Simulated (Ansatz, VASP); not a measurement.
## P2Pt3: VASP beside Ansatz

```
P Pt
1.0
     4.00734    0.00000    0.00000
    -2.00367    3.47046    0.00000
     0.00000    0.00000    5.82111
P Pt
2 3
Cartesian
  0.0000 2.3136 4.4852
  2.0037 1.1568 1.3359
  0.0000 0.0000 0.0000
  2.0037 1.1568 3.7880
  0.0000 2.3136 2.0331
```

Alike in both runs: functional PBE; k mesh 12 × 12 × 6; occupations gaussian, width 0.1 eV; no spin polarisation.

Ansatz relaxed the structure, and its values are those at the end. VASP's run is a single point on that final structure, the one shown.

```csv
,VASP,Ansatz
version,VASP 6.6.1,Ansatz 0.2.0
potentials or method,"VASP PAW PBE potentials, release 64 (P, Pt), cutoff 520 eV","scalar-relativistic, plane waves, PAW"
valence electrons in the cell,40,64
```

|  | VASP | Ansatz | Ansatz less VASP |
| --- | --- | --- | --- |
| gap on the k mesh at the Fermi level (eV) | none | none | - |
| pressure (GPa) | -0.2 | 0.0 | +0.20 |

A gap of «none» marks a metal or a gap that the smearing closes. VASP's potentials hold 40 valence electrons a cell and Ansatz's 64, so a difference there can come from the potentials and not from the codes.

Neither program's run includes spin-orbit coupling.
